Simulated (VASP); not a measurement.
# NaPr (P4/mmm) in VASP: single point with PBE

Aim: the single point of NaPr with PBE.

All numbers are computed with VASP 6.6.1; they aren't measurements. Logs are shortened: lines on timing, memory, paths and dates and some standing lists are left out, and cuts for length are marked.

## (1) The cell of the first run

Symmetry: P4/mmm, No. 123, tetragonal system. Conventional cell: a = 3.445 Å, b = 3.445 Å, c = 6.031 Å, α = 90.00°, β = 90.00°, γ = 90.00°. Within 4.5 Å of Na (site symmetry 4/mmm) lie 4 Na at 3.45 Å and 8 Pr at 3.88 Å. Within 4.5 Å of Pr (site symmetry 4/mmm) lie 4 Pr at 3.45 Å and 8 Na at 3.88 Å.

The cell was built from a structure type or drawn by symmetry, and may not be a known phase.

## (2) Single point, PBE

File INCAR:

```
SYSTEM = NaPr
  ALGO = Normal
  EDIFF = 1E-6
  ENCUT = 500
  GGA = PE
  GGA_COMPAT = .False.
  ISIF = 2
  ISMEAR = 0
  LASPH = .True.
  LCHARG = .False.
  LMAXMIX = 6
  LREAL = .False.
  LWAVE = .False.
  NBANDS = 16
  NELM = 200
  PREC = Accurate
  SIGMA = 0.1
```

File KPOINTS:

```
k-points
0
Gamma
  16 16 10
  0 0 0
```

File POSCAR:

```
NaPr
1.0
    3.4450638541      0.0000000000      0.0000000000
    0.0000000000      3.4450638541      0.0000000000
    0.0000000000      0.0000000000      6.0307266662
Na Pr
1 1
Direct
    0.0000000000      0.0000000000      0.0000000000
    0.5000000000      0.5000000000      0.5000000000
```

Potentials or basis: VASP PAW PBE potentials, release 64 (Na_pv, Pr_3), 4f in core.

Launch:

```console
cat potpaw_PBE.64/Na_pv/POTCAR potpaw_PBE.64/Pr_3/POTCAR > POTCAR
mpirun -np 1 vasp_std > vasp.out
```

OUTCAR:

```text
SYSTEM = NaPr
   EDIFF = 1E-6
   ENCUT = 500
   GGA = PE
   ISIF = 2
   ISMEAR = 0
   LASPH = .True.
   LREAL = .False.
   NELM = 200
   PREC = Accurate

 ion  position               nearest neighbor table
   1  0.000  0.000  0.000-
   2  0.500  0.500  0.500-

  LATTYP: Found a simple tetragonal cell.
 ALAT       =     3.4450638541
 C/A-ratio  =     1.7505413315

  Lattice vectors:

 A1 = (   3.4450638541,   0.0000000000,   0.0000000000)
 A2 = (   0.0000000000,   3.4450638541,   0.0000000000)
 A3 = (   0.0000000000,   0.0000000000,   6.0307266662)

Analysis of symmetry for initial positions (statically):
=====================================================================
 Subroutine PRICEL returns:
 Original cell was already a primitive cell.

 Routine SETGRP: Setting up the symmetry group for a
 simple tetragonal supercell.

 Subroutine GETGRP returns: Found 16 space group operations
 (whereof 16 operations were pure point group operations)
 out of a pool of 16 trial point group operations.

The static configuration has the point symmetry D_4h.

Analysis of symmetry for dynamics (positions and initial velocities):
=====================================================================
 Subroutine PRICEL returns:
 Original cell was already a primitive cell.

 Routine SETGRP: Setting up the symmetry group for a
 simple tetragonal supercell.

 Subroutine GETGRP returns: Found 16 space group operations
 (whereof 16 operations were pure point group operations)
 out of a pool of 16 trial point group operations.

The dynamic configuration has the point symmetry D_4h.

 Subroutine INISYM returns: Found 16 space group operations
 (whereof 16 operations are pure point group operations),
 and found     1 'primitive' translations

----------------------------------------------------------------------------------------

                                     Primitive cell

  volume of cell :      71.5755

  direct lattice vectors                    reciprocal lattice vectors
     3.445063854  0.000000000  0.000000000     0.290270382  0.000000000  0.000000000
     0.000000000  3.445063854  0.000000000     0.000000000  0.290270382  0.000000000
     0.000000000  0.000000000  6.030726666     0.000000000  0.000000000  0.165817497

  length of vectors
     3.445063854  3.445063854  6.030726666     0.290270382  0.290270382  0.165817497

  position of ions in fractional coordinates (direct lattice)
     0.000000000  0.000000000  0.000000000
     0.500000000  0.500000000  0.500000000

  ion indices of the primitive-cell ions
   primitive index   ion index
                 1           1
                 2           2

----------------------------------------------------------------------------------------

 KPOINTS: k-points

Automatic generation of k-mesh.
 Grid dimensions read from file:
 generate k-points for:   16   16   10

 Generating k-lattice:

  Cartesian coordinates                     Fractional coordinates (reciprocal lattice)
     0.018141899  0.000000000  0.000000000     0.062500000  0.000000000  0.000000000
     0.000000000  0.018141899  0.000000000     0.000000000  0.062500000  0.000000000
     0.000000000  0.000000000  0.016581750     0.000000000  0.000000000  0.100000000

  Length of vectors
     0.018141899  0.018141899  0.016581750

  Shift w.r.t. Gamma in fractional coordinates (k-lattice)
     0.000000000  0.000000000  0.000000000

 Subroutine IBZKPT returns following result:
 ===========================================

 Found    270 irreducible k-points:

 Following reciprocal coordinates:
            Coordinates               Weight
  0.000000  0.000000  0.000000      1.000000
  0.062500  0.000000  0.000000      4.000000
  0.125000  0.000000  0.000000      4.000000
  0.187500  0.000000  0.000000      4.000000
  0.250000  0.000000  0.000000      4.000000
  0.312500  0.000000  0.000000      4.000000
[... 16 lines left out ...]
  0.437500  0.125000  0.000000      8.000000
  0.500000  0.125000  0.000000      4.000000
 [... further k-points ...]
   k-points           NKPTS =    270   k-points in BZ     NKDIM =    270   number of bands    NBANDS=     16
   number of dos      NEDOS =    301   number of ions     NIONS =      2
   total plane-waves  NPLWV =  37632
   dimension x,y,z NGX =    28 NGY =   28 NGZ =   48
   dimension x,y,z NGXF=    56 NGYF=   56 NGZF=   96
   ions per type =               1   1
   NGX,Y,Z   is equivalent  to a cutoff of  13.51, 13.51, 13.23 a.u.
   NGXF,Y,Z  is equivalent  to a cutoff of  27.02, 27.02, 26.46 a.u.
 SYSTEM =  NaPr
   PREC   = accura    normal or accurate (medium, high low for compatibility)
   ISTART =      0    job   : 0-new  1-cont  2-samecut
   ICHARG =      2    charge: 1-file 2-atom 10-const
   ISPIN  =      1    spin polarized calculation?
   LNONCOLLINEAR =      F non collinear calculations
   LSORBIT =      F    spin-orbit coupling
   LASPH  =      T    aspherical Exc in radial PAW
   ENCUT  =  500.0 eV  36.75 Ry    6.06 a.u.   6.28  6.28 11.00*2*pi/ulx,y,z
   NELM   =    200;   NELMIN=  2; NELMDL= -5     # of ELM steps
   EDIFF  = 0.1E-05   stopping-criterion for ELM
   LREAL  =      F    real-space projection
   EDIFFG = 0.1E-04   stopping-criterion for IOM
   NSW    =      0    number of steps for IOM
   IBRION =     -1    ionic relax: 0-MD 1-quasi-New 2-CG
   NFREE  =      0    steps in history (QN), initial steepest desc. (CG)
   ISIF   =      2    stress and relaxation
   ISYM   =      2    0-nonsym 1-usesym 2-fastsym
   POTIM  = 0.5000    time-step for ionic-motion
   TEBEG  =    0.0;   TEEND  =   0.0 temperature during run
   PSTRESS=    0.0 pullay stress
   NELECT =      18.0000    total number of electrons
   NUPDOWN=      -1.0000    fix difference up-down
   EMIN   =  10.00;   EMAX   =-10.00  energy-range for DOS
   EFERMI =   0.00;   METHOD = LEGACY
   ISMEAR =     0;   SIGMA  =   0.10  broadening in eV -4-tet -1-fermi 0-gaus
   EFERMI_NEDOS =   21; number of points for ismear=-14 and -15
   IALGO  =     38    algorithm
   IMIX   =      4    mixing-type and parameters
     AMIX     =   0.40;   BMIX     =  1.00
     AMIX_MAG =   1.60;   BMIX_MAG =  1.00
  volume/ion in A,a.u.               =      35.79       241.51
  Fermi-wavevector in a.u.,A,eV,Ry     =   1.033342  1.952734 14.528255  1.067797
  Thomas-Fermi vector in A             =   2.167584
   LORBIT       =      0    0 simple, 1 ext, 2 COOP (PROOUT), +10 PAW based schemes
   GGA     = PE    functional components
   LHFCALC =     F    Hartree Fock is set to
   AEXX    =    0.0000 exact exchange contribution
   IVDW    =     0    specifies the selected vdW correction
   LEPSILON=     F    determine dielectric tensor
   LRPA    =     F    only Hartree local field effects (RPA)
 non-spin polarized calculation
 Gauss-broadening in eV      SIGMA  =   0.10
  energy-cutoff  :      500.00
  volume of cell :       71.58
 maximum number of plane-waves:      1840
 NGX is ok and might be reduce to    28
   NGX = 13   NGY = 13   NGZ = 21

 number of electron      17.9999999 magnetization

 Free energy of the ion-electron system (eV)
  ---------------------------------------------------
  ext. energy  EPLUGINS =         0.00000000
  ---------------------------------------------------
  free energy    TOTEN  =        -5.52488773 eV

  energy without entropy =       -5.51533414  energy(sigma->0) =       -5.52011093

 E-fermi :   1.9246     XC(G=0):  -8.1866

 val. band max:        1.9235466405   @ k =   0.3125   0.3125   0.1000
 cond. band min:       1.9252327367   @ k =   0.3125   0.0625   0.1000
 fundamental gap:      0.0016860962
 Fermi energy:         1.9246191770

 k-point     1 :       0.0000    0.0000    0.0000
  band No.  band energies     occupation
      1     -34.8372      2.00000
      2     -22.2765      2.00000
      3     -22.2765      2.00000
      4     -22.2554      2.00000
      5     -16.8925      2.00000
      6     -16.2046      2.00000
[... 8 lines left out ...]
     15       7.3628      0.00000
     16      11.2066      0.00000

 k-point     2 :       0.0625    0.0000    0.0000
  band No.  band energies     occupation
      1     -34.8334      2.00000
      2     -22.2783      2.00000
      3     -22.2764      2.00000
      4     -22.2552      2.00000
      5     -16.8877      2.00000
      6     -16.2491      2.00000
[... 8 lines left out ...]
     15       7.1909      0.00000
     16      10.1577      0.00000

 k-point     3 :       0.1250    0.0000    0.0000
  band No.  band energies     occupation
      1     -34.8224      2.00000
      2     -22.2831      2.00000
      3     -22.2760      2.00000
      4     -22.2545      2.00000
      5     -16.8737      2.00000
      6     -16.3738      2.00000
[... 8 lines left out ...]
     15       7.0721      0.00000
     16       9.0605      0.00000

 k-point     4 :       0.1875    0.0000    0.0000
  band No.  band energies     occupation
      1     -34.8060      2.00000
      2     -22.2904      2.00000
      3     -22.2754      2.00000
      4     -22.2536      2.00000
      5     -16.8527      2.00000
      6     -16.5546      2.00000
[... 8 lines left out ...]
     15       7.0894      0.00000
     16       8.1021      0.00000

 k-point     5 :       0.2500    0.0000    0.0000
  band No.  band energies     occupation
      1     -34.7865      2.00000
      2     -22.2990      2.00000
      3     -22.2746      2.00000
      4     -22.2525      2.00000
      5     -16.8277      2.00000
      6     -16.7596      2.00000
[... 8 lines left out ...]
     15       6.8140      0.00000
     16       7.6459      0.00000

 k-point     6 :       0.3125    0.0000    0.0000
  band No.  band energies     occupation
      1     -34.7669      2.00000
      2     -22.3075      2.00000
      3     -22.2739      2.00000
      4     -22.2514      2.00000
      5     -16.9566      2.00000
      6     -16.8025      2.00000
[... 8 lines left out ...]
     15       6.4343      0.00000
     16       7.6671      0.00000

 k-point     7 :       0.3750    0.0000    0.0000
  band No.  band energies     occupation
      1     -34.7501      2.00000
      2     -22.3148      2.00000
      3     -22.2733      2.00000
      4     -22.2505      2.00000
      5     -17.1180      2.00000
      6     -16.7810      2.00000
[... 8 lines left out ...]
     15       6.4600      0.00000
     16       7.7854      0.00000

 k-point     8 :       0.4375    0.0000    0.0000
  band No.  band energies     occupation
      1     -34.7389      2.00000
      2     -22.3196      2.00000
      3     -22.2729      2.00000
      4     -22.2498      2.00000
      5     -17.2231      2.00000
      6     -16.7665      2.00000
[... 8 lines left out ...]
     15       6.6676      0.00000
     16       7.9196      0.00000

 k-point     9 :       0.5000    0.0000    0.0000
  band No.  band energies     occupation
      1     -34.7349      2.00000
      2     -22.3213      2.00000
      3     -22.2727      2.00000
      4     -22.2496      2.00000
      5     -17.2596      2.00000
      6     -16.7614      2.00000
[... 8 lines left out ...]
     15       6.7509      0.00000
     16       7.9839      0.00000
[... 172 lines left out ...]
 k-point    19 :       0.1875    0.1250    0.0000
  band No.  band energies     occupation
      1     -34.7914      2.00000
      2     -22.2898      2.00000
      3     -22.2818      2.00000
      4     -22.2528      2.00000
      5     -16.8343      2.00000
      6     -16.5380      2.00000
[... 8 lines left out ...]
     15       7.2047      0.00000
     16       8.2424      0.00000

 k-point    20 :       0.2500    0.1250    0.0000
  band No.  band energies     occupation
      1     -34.7719      2.00000
      2     -22.2983      2.00000
      3     -22.2811      2.00000
      4     -22.2517      2.00000
      5     -16.8095      2.00000
      6     -16.7413      2.00000
[... 8 lines left out ...]
     15       6.9660      0.00000
     16       7.8020      0.00000

 k-point    21 :       0.3125    0.1250    0.0000
  band No.  band energies     occupation
      1     -34.7524      2.00000
      2     -22.3068      2.00000
      3     -22.2803      2.00000
      4     -22.2507      2.00000
      5     -16.9368      2.00000
      6     -16.7846      2.00000
[... 8 lines left out ...]
     15       7.0283      0.00000
     16       7.8284      0.00000

 k-point    22 :       0.3750    0.1250    0.0000
  band No.  band energies     occupation
      1     -34.7357      2.00000
      2     -22.3140      2.00000
      3     -22.2796      2.00000
      4     -22.2497      2.00000
      5     -17.0971      2.00000
      6     -16.7632      2.00000
[... 8 lines left out ...]
     15       7.2597      0.00000
     16       7.9378      0.00000

 k-point    23 :       0.4375    0.1250    0.0000
  band No.  band energies     occupation
      1     -34.7245      2.00000
      2     -22.3188      2.00000
      3     -22.2792      2.00000
      4     -22.2491      2.00000
      5     -17.2016      2.00000
      6     -16.7489      2.00000
[... 8 lines left out ...]
     15       7.4338      0.00000
     16       8.0025      0.00000

 k-point    24 :       0.5000    0.1250    0.0000
  band No.  band energies     occupation
      1     -34.7206      2.00000
      2     -22.3205      2.00000
      3     -22.2790      2.00000
      4     -22.2489      2.00000
      5     -17.2378      2.00000
      6     -16.7438      2.00000
[... 8 lines left out ...]
     15       7.7250      0.00000
     16       7.9836      0.00000

 [... further k-points ...]

------------------------ aborting loop because EDIFF is reached ----------------------------------------

  FORCE on cell =-STRESS in cart. coord.  units (eV):
  Direction    XX          YY          ZZ          XY          YZ          ZX
  --------------------------------------------------------------------------------------
  -------------------------------------------------------------------------------------
  Total        0.0159579      0.0159579      0.0150097      0.0000000      0.0000000      0.0000000
  in kB        0.3572084      0.3572084      0.3359841      0.0000000      0.0000000      0.0000000
  external PRESSURE =       0.3501337 kB  Pullay stress =       0.0000000 kB

 VOLUME and BASIS-vectors are now :
 -----------------------------------------------------------------------------
  energy-cutoff  :      500.00
  volume of cell :       71.58
      direct lattice vectors                 reciprocal lattice vectors
     3.445063854  0.000000000  0.000000000     0.290270382  0.000000000  0.000000000
     0.000000000  3.445063854  0.000000000     0.000000000  0.290270382  0.000000000
     0.000000000  0.000000000  6.030726666     0.000000000  0.000000000  0.165817497

 POSITION                                       TOTAL-FORCE (eV/Angst)
 -----------------------------------------------------------------------------------
      0.00000      0.00000      0.00000         0.000000      0.000000      0.000000
      1.72253      1.72253      3.01536         0.000000      0.000000      0.000000
 -----------------------------------------------------------------------------------
    total drift:                                0.000000      0.000000      0.000000

  FREE ENERGIE OF THE ION-ELECTRON SYSTEM (eV)
  ---------------------------------------------------
  free  energy   TOTEN  =        -5.5248877261 eV

  energy  without entropy=       -5.5153341436  energy(sigma->0) =       -5.52011093
```

Wall time 2.7 min (1 thread of AMD EPYC 9R14 (Zen 4), shared host); peak memory 0.38 GiB.

What came out:

- Free energy: -5.5249 eV
- Pressure: 0.0 GPa
- Band gap on the k mesh: zero (bands 9 and 10 overlap by 1.08 eV)

Levels at points of the mesh, in eV from the Fermi level:
```tsv
k point	band 5	band 6	band 7	band 8	band 9	band 10	band 11	band 12	band 13	band 14
(0.00, 0.00, 0.00)	-18.82	-18.13	-18.13	-3.50	-1.08	-0.65	1.18	3.58	3.58	5.08
(0.50, 0.00, 0.00)	-19.18	-18.69	-18.03	-0.93	-0.71	0.20	0.46	2.73	4.14	4.30
(0.50, 0.50, 0.00)	-19.03	-19.03	-18.56	-1.66	0.43	0.43	1.45	3.25	3.25	5.61
(0.00, 0.00, 0.50)	-18.82	-18.13	-18.13	-2.57	-1.98	-0.63	0.41	3.50	3.50	5.44
(0.50, 0.00, 0.50)	-19.18	-18.69	-18.03	-1.34	-0.48	0.92	1.47	1.70	2.73	4.07
(0.50, 0.50, 0.50)	-19.03	-19.03	-18.57	-1.60	0.11	0.11	2.68	3.85	4.45	5.10
```

Caveat: spin-orbit coupling is left out, which moves the levels of the heavy elements; the 4f electrons are frozen in the core, so they carry no moment and show no levels. Spin polarisation is off, so any magnetic state and its effect on volume and gap are missing.
